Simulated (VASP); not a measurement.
# Si (Im-3m) in VASP: a series of runs

The runs below take Si through single point, relaxation of cell and atoms, with RPBE.

Program: VASP 6.6.1. These are calculated values, not measurements. Logs are shortened: lines on timing, memory, paths and dates and some standing lists are left out, and cuts for length are marked.

### Step 1. The cell of the first run

Symmetry: Im-3m, No. 229, cubic system. The conventional cell has a = 3.212 Å, b = 3.212 Å, c = 3.212 Å, α = 90.00°, β = 90.00°, γ = 90.00°. Si (site symmetry m-3m) has 14 Si at 2.78 to 3.21 Å within 3.7 Å.

### Step 2. Single point, RPBE (volume scaled by 1.12)

The input, INCAR:

```
  PREC = Accurate
  ENCUT = 520
  EDIFF = 1E-6
  ISMEAR = -1
  SIGMA = 0.1
  LREAL = F
  LASPH = T
  NELM = 100
  ALGO = Normal
  ISIF = 2
  LWAVE = F
  LCHARG = F
  GGA = RP
  NBANDS = 8
```

The input, KPOINTS:

```
regular mesh
0
Gamma
  16 16 16
```

The input, POSCAR:

```
Si
1.0
   -1.6061169740      1.6061169740      1.6061169740
    1.6061169740     -1.6061169740      1.6061169740
    1.6061169740      1.6061169740     -1.6061169740
Si
1
Direct
    0.0000000000      0.0000000000      0.0000000000
```

Potentials or basis: VASP PAW PBE potentials, release 64 (Si).

Command:

```console
$ cat potpaw_PBE.64/Si/POTCAR > POTCAR
$ mpirun -np 1 vasp_std > vasp.out
```

OUTCAR:

```text
PREC = Accurate
   ENCUT = 520
   EDIFF = 1E-6
   ISMEAR = -1
   LREAL = F
   LASPH = T
   NELM = 100
   ISIF = 2
   GGA = RP

 ion  position               nearest neighbor table
   1  0.000  0.000  0.000-

  LATTYP: Found a body centered cubic cell.
 ALAT       =     3.2122339480

  Lattice vectors:

 A1 = (  -1.6061169740,   1.6061169740,   1.6061169740)
 A2 = (   1.6061169740,  -1.6061169740,   1.6061169740)
 A3 = (   1.6061169740,   1.6061169740,  -1.6061169740)

Analysis of symmetry for initial positions (statically):
=====================================================================
 Subroutine PRICEL returns:
 Original cell was already a primitive cell.

 Routine SETGRP: Setting up the symmetry group for a
 body centered cubic supercell.

 Subroutine GETGRP returns: Found 48 space group operations
 (whereof 48 operations were pure point group operations)
 out of a pool of 48 trial point group operations.

The static configuration has the point symmetry O_h .

Analysis of symmetry for dynamics (positions and initial velocities):
=====================================================================
 Subroutine PRICEL returns:
 Original cell was already a primitive cell.

 Routine SETGRP: Setting up the symmetry group for a
 body centered cubic supercell.

 Subroutine GETGRP returns: Found 48 space group operations
 (whereof 48 operations were pure point group operations)
 out of a pool of 48 trial point group operations.

The dynamic configuration has the point symmetry O_h .

 Subroutine INISYM returns: Found 48 space group operations
 (whereof 48 operations are pure point group operations),
 and found     1 'primitive' translations

----------------------------------------------------------------------------------------

                                     Primitive cell

  volume of cell :      16.5726

  direct lattice vectors                    reciprocal lattice vectors
    -1.606116974  1.606116974  1.606116974     0.000000000  0.311309829  0.311309829
     1.606116974 -1.606116974  1.606116974     0.311309829  0.000000000  0.311309829
     1.606116974  1.606116974 -1.606116974     0.311309829  0.311309829  0.000000000

  length of vectors
     2.781876202  2.781876202  2.781876202     0.440258582  0.440258582  0.440258582

  position of ions in fractional coordinates (direct lattice)
     0.000000000  0.000000000  0.000000000

  ion indices of the primitive-cell ions
   primitive index   ion index
                 1           1

----------------------------------------------------------------------------------------

 KPOINTS: regular mesh

Automatic generation of k-mesh.
 Grid dimensions read from file:
 generate k-points for:   16   16   16

 Generating k-lattice:

  Cartesian coordinates                     Fractional coordinates (reciprocal lattice)
     0.000000000  0.019456864  0.019456864     0.062500000  0.000000000  0.000000000
     0.019456864  0.000000000  0.019456864     0.000000000  0.062500000  0.000000000
     0.019456864  0.019456864  0.000000000     0.000000000  0.000000000  0.062500000

  Length of vectors
     0.027516161  0.027516161  0.027516161

  Shift w.r.t. Gamma in fractional coordinates (k-lattice)
     0.000000000  0.000000000  0.000000000

 Subroutine IBZKPT returns following result:
 ===========================================

 Found    145 irreducible k-points:

 Following reciprocal coordinates:
            Coordinates               Weight
  0.000000  0.000000  0.000000      1.000000
  0.062500  0.000000  0.000000     12.000000
  0.125000  0.000000  0.000000     12.000000
  0.187500  0.000000  0.000000     12.000000
  0.250000  0.000000  0.000000     12.000000
  0.312500  0.000000  0.000000     12.000000
[... 16 lines left out ...]
  0.187500  0.187500  0.000000     24.000000
  0.250000  0.187500 -0.000000     48.000000
 [... further k-points ...]
   k-points           NKPTS =    145   k-points in BZ     NKDIM =    145   number of bands    NBANDS=      8
   number of dos      NEDOS =    301   number of ions     NIONS =      1
   total plane-waves  NPLWV =  13824
   dimension x,y,z NGX =    24 NGY =   24 NGZ =   24
   dimension x,y,z NGXF=    48 NGYF=   48 NGZF=   48
   ions per type =               1
   NGX,Y,Z   is equivalent  to a cutoff of  14.34, 14.34, 14.34 a.u.
   NGXF,Y,Z  is equivalent  to a cutoff of  28.68, 28.68, 28.68 a.u.
 SYSTEM =  unknown system
   PREC   = accura    normal or accurate (medium, high low for compatibility)
   ISTART =      0    job   : 0-new  1-cont  2-samecut
   ICHARG =      2    charge: 1-file 2-atom 10-const
   ISPIN  =      1    spin polarized calculation?
   LNONCOLLINEAR =      F non collinear calculations
   LSORBIT =      F    spin-orbit coupling
   LASPH  =      T    aspherical Exc in radial PAW
   ENCUT  =  520.0 eV  38.22 Ry    6.18 a.u.   5.17  5.17  5.17*2*pi/ulx,y,z
   NELM   =    100;   NELMIN=  2; NELMDL= -5     # of ELM steps
   EDIFF  = 0.1E-05   stopping-criterion for ELM
   LREAL  =      F    real-space projection
   EDIFFG = 0.1E-04   stopping-criterion for IOM
   NSW    =      0    number of steps for IOM
   IBRION =     -1    ionic relax: 0-MD 1-quasi-New 2-CG
   NFREE  =      0    steps in history (QN), initial steepest desc. (CG)
   ISIF   =      2    stress and relaxation
   ISYM   =      2    0-nonsym 1-usesym 2-fastsym
   POTIM  = 0.5000    time-step for ionic-motion
   TEBEG  =    0.0;   TEEND  =   0.0 temperature during run
   PSTRESS=    0.0 pullay stress
   NELECT =       4.0000    total number of electrons
   NUPDOWN=      -1.0000    fix difference up-down
   EMIN   =  10.00;   EMAX   =-10.00  energy-range for DOS
   EFERMI =   0.00;   METHOD = LEGACY
   ISMEAR =    -1;   SIGMA  =   0.10  broadening in eV -4-tet -1-fermi 0-gaus
   EFERMI_NEDOS =   21; number of points for ismear=-14 and -15
   IALGO  =     38    algorithm
   IMIX   =      4    mixing-type and parameters
     AMIX     =   0.40;   BMIX     =  1.00
     AMIX_MAG =   1.60;   BMIX_MAG =  1.00
  volume/ion in A,a.u.               =      16.57       111.84
  Fermi-wavevector in a.u.,A,eV,Ry     =   1.019290  1.926178 14.135795  1.038952
  Thomas-Fermi vector in A             =   2.152795
   LORBIT       =      0    0 simple, 1 ext, 2 COOP (PROOUT), +10 PAW based schemes
   GGA     = RP    functional components
   LHFCALC =     F    Hartree Fock is set to
   AEXX    =    0.0000 exact exchange contribution
   IVDW    =     0    specifies the selected vdW correction
   LEPSILON=     F    determine dielectric tensor
   LRPA    =     F    only Hartree local field effects (RPA)
 non-spin polarized calculation
  energy-cutoff  :      520.00
  volume of cell :       16.57
 maximum number of plane-waves:       466
 NGX is ok and might be reduce to    24
   NGX = 11   NGY = 11   NGZ = 11

 number of electron       4.0000000 magnetization

 Free energy of the ion-electron system (eV)
  ---------------------------------------------------
  ext. energy  EPLUGINS =         0.00000000
  ---------------------------------------------------
  free energy    TOTEN  =        -4.56365503 eV

  energy without entropy =       -4.54527642  energy(sigma->0) =       -4.55446573

 E-fermi :   8.4075     XC(G=0): -10.6428

 val. band max:        8.3770909235   @ k =   0.5000   0.5000   0.3750
 cond. band min:       8.4104868424   @ k =  -0.4375   0.5000   0.2500
 fundamental gap:      0.0333959189
 Fermi energy:         8.4075011631

 k-point     1 :       0.0000    0.0000    0.0000
  band No.  band energies     occupation
      1      -4.7076      2.00000
      2      18.3776      0.00000
      3      18.3776      0.00000
      4      18.3776      0.00000
      5      20.3612      0.00000
      6      20.3612      0.00000
      7      20.3612      0.00000
      8      23.7956      0.00000

 k-point     2 :       0.0625    0.0000    0.0000
  band No.  band energies     occupation
      1      -4.5979      2.00000
      2      17.2889      0.00000
      3      17.6515      0.00000
      4      18.2549      0.00000
      5      20.0076      0.00000
      6      20.7761      0.00000
      7      21.2722      0.00000
      8      23.0384      0.00000

 k-point     3 :       0.1250    0.0000    0.0000
  band No.  band energies     occupation
      1      -4.2691      2.00000
      2      15.1935      0.00000
      3      16.5549      0.00000
      4      17.9115      0.00000
      5      19.2044      0.00000
      6      20.6445      0.00000
      7      22.7576      0.00000
      8      22.9208      0.00000

 k-point     4 :       0.1875    0.0000    0.0000
  band No.  band energies     occupation
      1      -3.7225      2.00000
      2      12.8282      0.00000
      3      15.5613      0.00000
      4      17.4251      0.00000
      5      18.3022      0.00000
      6      19.8317      0.00000
      7      23.3693      0.00000
      8      23.6588      0.00000

 k-point     5 :       0.2500    0.0000    0.0000
  band No.  band energies     occupation
      1      -2.9600      2.00000
      2      10.4467      0.00000
      3      14.7325      0.00000
      4      16.9013      0.00000
      5      17.4755      0.00000
      6      19.0275      0.00000
      7      24.0923      0.00000
      8      24.2255      0.00000
[... 177 lines left out ...]
 k-point    22 :       0.4375    0.1250    0.0000
  band No.  band energies     occupation
      1       2.1090      2.00000
      2       2.9611      2.00000
      3      10.7084      0.00000
      4      13.9254      0.00000
      5      17.9510      0.00000
      6      20.4724      0.00000
      7      25.9793      0.00000
      8      26.1395      0.00000

 k-point    23 :       0.1875    0.1875    0.0000
  band No.  band energies     occupation
      1      -1.7686      2.00000
      2       9.6035      0.00001
      3      10.3404      0.00000
      4      14.6545      0.00000
      5      19.4571      0.00000
      6      20.6237      0.00000
      7      24.1841      0.00000
      8      25.3365      0.00000

 k-point    24 :       0.2500    0.1875   -0.0000
  band No.  band energies     occupation
      1      -0.6941      2.00000
      2       7.6983      1.99834
      3       9.4489      0.00006
      4      14.1192      0.00000
      5      19.3601      0.00000
      6      20.9987      0.00000
      7      24.4465      0.00000
      8      26.4229      0.00000

 [... further k-points ...]
[... 5 lines left out ...]
  --------------------------------------------------------------------------------------
  -------------------------------------------------------------------------------------
  Total       -0.8499914     -0.8499914     -0.8499914      0.0000000      0.0000000     -0.0000000
  in kB      -82.1738418    -82.1738418    -82.1738418      0.0000000      0.0000000     -0.0000000
  external PRESSURE =     -82.1738418 kB  Pullay stress =       0.0000000 kB

 VOLUME and BASIS-vectors are now :
 -----------------------------------------------------------------------------
  energy-cutoff  :      520.00
  volume of cell :       16.57
      direct lattice vectors                 reciprocal lattice vectors
    -1.606116974  1.606116974  1.606116974     0.000000000  0.311309829  0.311309829
     1.606116974 -1.606116974  1.606116974     0.311309829  0.000000000  0.311309829
     1.606116974  1.606116974 -1.606116974     0.311309829  0.311309829  0.000000000

 POSITION                                       TOTAL-FORCE (eV/Angst)
 -----------------------------------------------------------------------------------
      0.00000      0.00000      0.00000         0.000000     -0.000000      0.000000
 -----------------------------------------------------------------------------------
    total drift:                                0.000000      0.000000      0.000000

  FREE ENERGIE OF THE ION-ELECTRON SYSTEM (eV)
  ---------------------------------------------------
  free  energy   TOTEN  =        -4.5636550282 eV

  energy  without entropy=       -4.5452764228  energy(sigma->0) =       -4.55446573
```

It took 5.2 s on 1 thread of Intel Xeon 6975P-C (Granite Rapids), shared host; peak memory 0.13 GiB.

Results:

```yaml
Free_energy: -4.5637 eV
Pressure: -8.2 GPa
Band_gap_on_the_k_mesh: zero (band 2 reaches 18.38 eV, above the bottom of band 3 at 4.95 eV)
```

Levels at points of the mesh, in eV from the Fermi level:
| k point | band 1 | band 2 | band 3 | band 4 | band 5 | band 6 | band 7 |
| --- | --- | --- | --- | --- | --- | --- | --- |
| (0.00, 0.00, 0.00) | -13.12 | 9.97 | 9.97 | 9.97 | 11.95 | 11.95 | 11.95 |
| (0.50, 0.00, 0.00) | -6.62 | -5.76 | 4.84 | 7.34 | 7.49 | 9.09 | 18.95 |
| (0.50, 0.50, 0.50) | -0.43 | -0.43 | -0.43 | 0.04 | 2.72 | 2.72 | 22.90 |

Caveat: the cell differs from its parent crystal (volume scaled by 1.12); the PAW data sets were made with another functional, which shifts forces and pressure a little.

### Step 3. Relaxation of cell and atoms, RPBE

This run uses another cell than the first one, of 15.02 Å³/atom, 0.906 times its volume.

The input, INCAR:

```
SYSTEM = Si
ALGO = Normal
EDIFF = 1E-6
EDIFFG = -0.01
ENCUT = 600
GGA = RP
IBRION = 2
ISIF = 3
ISMEAR = -1
LASPH = .TRUE.
LCHARG = .FALSE.
LREAL = .FALSE.
LWAVE = .FALSE.
NELM = 100
NSW = 80
PREC = Accurate
SIGMA = 0.1
```

The input, KPOINTS:

```
k-points
0
G
  14 14 14
  0 0 0
```

The input, POSCAR:

```
Si
1.0
   -1.5541499093      1.5541499093      1.5541499093
    1.5541499093     -1.5541499093      1.5541499093
    1.5541499093      1.5541499093     -1.5541499093
Si
1
Direct
    0.0000000000      0.0000000000      0.0000000000
```

Potentials or basis: VASP PAW PBE potentials, release 64 (Si).

Command:

```console
$ cat potpaw_PBE.64/Si/POTCAR > POTCAR
$ mpirun -np 1 vasp_std > vasp.out
```

Wall time 5.8 s (1 thread of Intel Xeon 6975P-C (Granite Rapids), shared host); peak memory 0.14 GiB.

Results (log left out):

* Free energy: -4.6211 eV
* Relaxed volume: 14.73 Å³/atom
* Relaxed cell: a = 2.675 Å, b = 2.675 Å, c = 2.675 Å, α = 109.47°, β = 109.47°, γ = 109.47°
* Space group after relaxing (to 0.05 Å): Im-3m (No. 229)
* Energy gained by relaxing: 1.5 meV/atom
* Ionic steps: 3
* Pressure after relaxing: 0.0 GPa
* Band gap on the k mesh: zero (band 2 reaches 21.28 eV, above the bottom of band 3 at 5.91 eV)

Step by step:
```csv
step,energy change (eV),largest force (eV/Å),pressure (GPa),volume (Å³)
1,0.0000,0.0000,-1.66,15.02
2,-0.0014,0.0000,0.34,14.68
3,-0.0015,0.0000,0.01,14.73
```

Final structure:
```
Si
1.0
    -1.54441    1.54441    1.54441
     1.54441   -1.54441    1.54441
     1.54441    1.54441   -1.54441
Si
1
Direct
  0.00000 0.00000 0.00000
```

Levels at points of the mesh, in eV from the Fermi level:
| k point | band 1 | band 2 | band 3 | band 4 | band 5 | band 6 |
| --- | --- | --- | --- | --- | --- | --- |
| (0.00, 0.00, 0.00) | -14.19 | 11.36 | 11.36 | 11.36 | 12.40 | 12.40 |
| (0.50, 0.00, 0.00) | -6.90 | -6.50 | 5.44 | 7.51 | 8.06 | 9.77 |
| (0.50, 0.50, 0.50) | -0.52 | -0.52 | -0.52 | 1.13 | 2.30 | 2.30 |

Caveat: the PAW data sets were made with another functional, which shifts forces and pressure a little.

### Step 4. Single point, RPBE

This run uses another cell than the first one, of 14.80 Å³/atom, 0.893 times its volume.

The input, INCAR:

```
PREC = Accurate
ENCUT = 520
EDIFF = 1E-6
ISMEAR = -1
SIGMA = 0.1
LREAL = False
LASPH = True
NELM = 100
ALGO = Normal
ISIF = 2
LWAVE = False
LCHARG = True
GGA = RP
LELF = True
LVHAR = True
NBANDS = 8
```

The input, KPOINTS:

```
Automatic mesh
0
Gamma
  23 23 23
```

The input, POSCAR:

```
Si
1.0
   -1.5465756364      1.5465756364      1.5465756364
    1.5465756364     -1.5465756364      1.5465756364
    1.5465756364      1.5465756364     -1.5465756364
Si
1
Direct
    0.0000000000      0.0000000000      0.0000000000
```

Command:

```console
$ cat potpaw_PBE.64/Si/POTCAR > POTCAR
$ mpirun -np 1 vasp_std > vasp.out
```

Run time: 11 s. Hardware: 1 thread of Intel Xeon 6975P-C (Granite Rapids), shared host; peak memory 0.14 GiB.

Results (log left out):

```yaml
Free_energy: -4.6156 eV
Pressure: -0.3 GPa
Band_gap_on_the_k_mesh: zero (band 2 reaches 21.17 eV, above the bottom of band 3 at 5.82 eV)
```

Levels at points of the mesh, in eV from the Fermi level:
```csv
k point,band 1,band 2,band 3,band 4,band 5,band 6
"(0.00, 0.00, 0.00)",-14.10,11.36,11.36,11.36,12.44,12.44
```

Caveat: the PAW data sets were made with another functional, which shifts forces and pressure a little.

### Step 5. The runs side by side

```tsv
task	cell	k mesh	cutoff (eV)	gap on the mesh (eV)	pressure (GPa)
single point	a = 2.782 Å, angles 109.5°, 1 atom	16 × 16 × 16	520	none	-8.2
relaxation of cell and atoms	relaxed from a = 2.692 Å, angles 109.5°, 1 atom	14 × 14 × 14	600	none	0.0
single point	a = 2.679 Å, angles 109.5°, 1 atom	23 × 23 × 23	520	none	-0.3
```

Alike in all rows: level RPBE; potentials or basis VASP PAW PBE potentials, release 64 (Si); no spin polarisation; smearing fermi-dirac 0.1 eV.

Caveats: the PAW data sets were made with another functional, which shifts forces and pressure a little.

Absolute energies hang on the potentials; compare differences alone.
